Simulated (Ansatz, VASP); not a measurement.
# One calculation of GaN, two programs

```
Ga N
1.0
     3.21154    0.00000    0.00000
    -1.60577    2.78127    0.00000
     0.00000    0.00000   10.35684
Ga N
4 4
Cartesian
  0.0000 0.0000 8.1391
  1.6058 0.9271 0.3868
  0.0000 1.8542 5.5652
  0.0000 0.0000 2.9607
  0.0000 0.0000 0.9636
  1.6058 0.9271 3.5601
  0.0000 0.0000 6.1420
  0.0000 1.8542 8.7385
```

Alike in both runs: functional r2SCAN; k mesh 12 × 12 × 4; no spin polarisation.

|  | VASP | Ansatz |
| --- | --- | --- |
| version | VASP 6.6.1 | Ansatz 0.2.0 |
| potentials or method | VASP PAW PBE potentials, release 64 (Ga_d, N) | Ansatz PAW |
| plane-wave cutoff (eV) | 520 | 500 |
| occupations | gaussian, width 0.01 eV | fixed |
| valence electrons in the cell | 72 | 72 |
| task | single point | band structure |

|  | VASP | Ansatz | Ansatz less VASP |
| --- | --- | --- | --- |
| gap on the k mesh at the Fermi level (eV) | 1.21 | 1.21 | +0.003 |
| least direct gap on the mesh (eV) | 1.21 | 1.21 | +0.003 |
| pressure (GPa) | -5.4 | -6.4 | -0.96 |
| traceless stress, the component that is largest in VASP (GPa) | 6.12 | 6.55 | +0.429 |
| rms of the force components (eV/Å) | 0.100 | 0.093 | -0.0075 |

VASP's potentials were made for PBE, not for r2SCAN. Atom by atom the forces differ by 0.027 eV/Å (rms over components).
